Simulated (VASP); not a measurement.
Set up this calculation in VASP 6.6.1, as the native input.

```yaml
Task: single point
Functional: PBE
Potentials_or_basis: VASP PAW PBE potentials, release 64 (Ca_sv, Br)
Cutoff: 520 eV
k_mesh: 9 × 9 × 7
Occupations: fermi-dirac, width 0.05 eV
Spin: no spin polarisation
Dipole_correction: no
Further_INCAR_settings: ALGO = Normal; EDIFF = 1e-06; NBANDS = 16
```

The structure of CaBr lies in POSCAR:

```
CaBr
1.0
    3.8096521988      0.0000000000      0.0000000000
   -1.9048260994      3.2992555855      0.0000000000
    0.0000000000      0.0000000000      4.2220411626
Ca Br
1 1
Direct
    0.0000000000      0.0000000000      0.0000000000
    0.3333333333      0.6666666667      0.5000000000
```

The input as run:

INCAR

```
ALGO = Normal
EDIFF = 1E-6
ENCUT = 520
GGA = PE
ISIF = 2
ISMEAR = -1
LASPH = True
LCHARG = False
LREAL = False
LWAVE = False
NBANDS = 16
NELM = 80
PREC = Accurate
SIGMA = 0.05
```

KPOINTS

```
k-points
0
Gamma
  9 9 7
```

Potentials or basis: VASP PAW PBE potentials, release 64 (Ca_sv, Br).

Run with:

```sh
$ cat potpaw_PBE.64/Ca_sv/POTCAR potpaw_PBE.64/Br/POTCAR > POTCAR
$ mpirun -np 1 vasp_std > vasp.out
```

Results of the run:

The pressure is 2.6 GPa and the band gap on the k mesh is zero (an odd number of electrons rules out a gap without spin polarisation).

Caveat: an odd number of electrons without spin polarisation forces a metal; a magnetic or distorted state may lie lower.

It took 47 s on 1 thread of Intel Xeon 8259CL, with other jobs on the host, peak memory 0.19 GiB.
